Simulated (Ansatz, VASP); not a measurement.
# Two plane-wave programs on La2O3

INCAR

```
SYSTEM = La2O3
PREC     = Accurate       ! precision mode
ENCUT    = 520            ! plane-wave cutoff, eV
EDIFF    = 1E-6           ! SCF threshold, eV
ISMEAR   = 0              ! smearing method
SIGMA    = 0.05           ! smearing width, eV
LREAL    = .FALSE.        ! projectors in reciprocal space
LASPH    = .TRUE.         ! aspherical terms in the spheres
NELM     = 100            ! most SCF steps
ALGO     = Normal         ! electronic algorithm
ISIF     = 2              ! what is computed and relaxed
LWAVE    = .FALSE.        ! write WAVECAR
LCHARG   = .FALSE.        ! write CHGCAR
GGA      = PE             ! functional
NBANDS   = 28             ! bands
```

File KPOINTS:

```
regular mesh
0
G
  9 9 4
  0 0 0
```

Contents of POSCAR:

```
La2O3
1.0
    4.1770747956      0.0000000000      0.0000000000
   -2.0885373978      3.6174528865      0.0000000000
    0.0000000000      0.0000000000      6.4949197825
La O
2 3
Direct
    0.6666666700      0.3333333300      0.7537643200
    0.3333333300      0.6666666700      0.2462356800
    0.6666666700      0.3333333300      0.3541093500
    0.3333333300      0.6666666700      0.6458906500
    0.0000000000      0.0000000000      0.0000000000
```

Input for Ansatz:

```yaml
crystal:
  lattice:
    - [4.1770747956, 0.0, 0.0]
    - [-2.0885373978, 3.6174528865, 0.0]
    - [0.0, 0.0, 6.4949197825]
  atoms:
    - { symbol: La, position: [0.66666667, 0.33333333, 0.75376432] }
    - { symbol: La, position: [0.33333333, 0.66666667, 0.24623568] }
    - { symbol: O, position: [0.66666667, 0.33333333, 0.35410935] }
    - { symbol: O, position: [0.33333333, 0.66666667, 0.64589065] }
    - { symbol: O, position: [0.0, 0.0, 0.0] }
basis:
  ecutwfc: 420
  fft_grid_basis: typed
kpoints:
  mp_grid: { grid: [9, 9, 4] }
hamiltonian:
  xc: pbe
scf:
  occupations: { method: gaussian, width: 0.05 }
output:
  forces: true
  stress: true
  eigenvalues: true
  bader: true
  write_density: true
  volumetric_format: npy
  elf: true
```

Alike in both runs: task single point; functional PBE; k mesh 9 × 9 × 4; occupations gaussian, width 0.05 eV; no spin polarisation.

|  | VASP | Ansatz |
| --- | --- | --- |
| version | VASP 6.6.1 | Ansatz 0.2.0 |
| potentials or method | VASP PAW PBE potentials, release 64 (La, O), cutoff 520 eV | scalar-relativistic, plane waves, PAW |
| valence electrons in the cell | 40 | 40 |

|  | VASP | Ansatz | Ansatz less VASP |
| --- | --- | --- | --- |
| gap on the k mesh at the Fermi level (eV) | 3.45 | 3.43 | -0.017 |
| pressure (GPa) | -15.3 | -15.1 | +0.19 |
| traceless stress, the component that is largest in VASP (GPa) | 2.85 | 2.83 | -0.020 |
| rms of the force components (eV/Å) | 0.390 | 0.387 | -0.0029 |

Atom by atom the forces differ by 0.003 eV/Å (rms over components). With one functional, cell and mesh, what is left measures potentials, basis and numerics.

Spin-orbit coupling is off throughout.
